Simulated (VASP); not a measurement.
Wanted: the native input for a VASP 6.6.1 run.

```
Task                   : single point
Functional             : PBE
Potentials or basis    : VASP PAW PBE potentials, release 64 (Mg, C)
Cutoff                 : 520 eV
k mesh                 : 6 × 6 × 2
Occupations            : gaussian, width 0.1 eV
Spin                   : no spin polarisation
Dipole correction      : no
Further INCAR settings : ALGO = Normal; EDIFF = 1e-06; NBANDS = 22
```

The structure of MgC lies in POSCAR:

```
MgC
1.0
    3.2467629500      0.0000000000      0.0000000000
   -1.6233814800      2.8117792000      0.0000000000
    0.0000000000      0.0000000000     10.6986659300
Mg C
4 4
Direct
    0.0000000000      0.0000000000      0.0000000000
    0.3333333300      0.6666666700      0.2500000000
    0.0000000000      0.0000000000      0.5000000000
    0.6666666700      0.3333333300      0.7500000000
    0.6666666700      0.3333333300      0.1250000000
    0.6666666700      0.3333333300      0.3750000000
    0.3333333300      0.6666666700      0.6250000000
    0.3333333300      0.6666666700      0.8750000000
```

One way to write it, as run:

INCAR

```
SYSTEM = MgC
PREC = Accurate
ENCUT = 520
EDIFF = 1E-6
ISMEAR = 0
SIGMA = 0.1
LREAL = .False.
LASPH = .True.
NELM = 100
ALGO = Normal
ISIF = 2
LWAVE = .False.
LCHARG = .True.
GGA = PE
LELF = .True.
LVHAR = .True.
NBANDS = 22
```

KPOINTS

```
regular mesh
0
Gamma
  6 6 2
  0 0 0
```

Potentials or basis: VASP PAW PBE potentials, release 64 (Mg, C).

Command:

```sh
$ cat potpaw_PBE.64/Mg/POTCAR potpaw_PBE.64/C/POTCAR > POTCAR
$ mpirun -np 1 vasp_std > vasp.out
```

Results of the run:

| Item | Value |
| --- | --- |
| Pressure | -1.0 GPa |
| Largest force | 0.966 eV/Å |
| Band gap on the k mesh | zero (band 12 reaches 4.72 eV, above the bottom of band 13 at 1.99 eV) |

Caveat: the k points lie up to 0.37 Å⁻¹ apart.

It took 29 s on 1 thread of Intel(R) Xeon(R) Platinum 8259CL CPU @ 2.50GHz (Skylake/Cascade Lake), with other jobs on the host, peak memory 0.2 GiB.
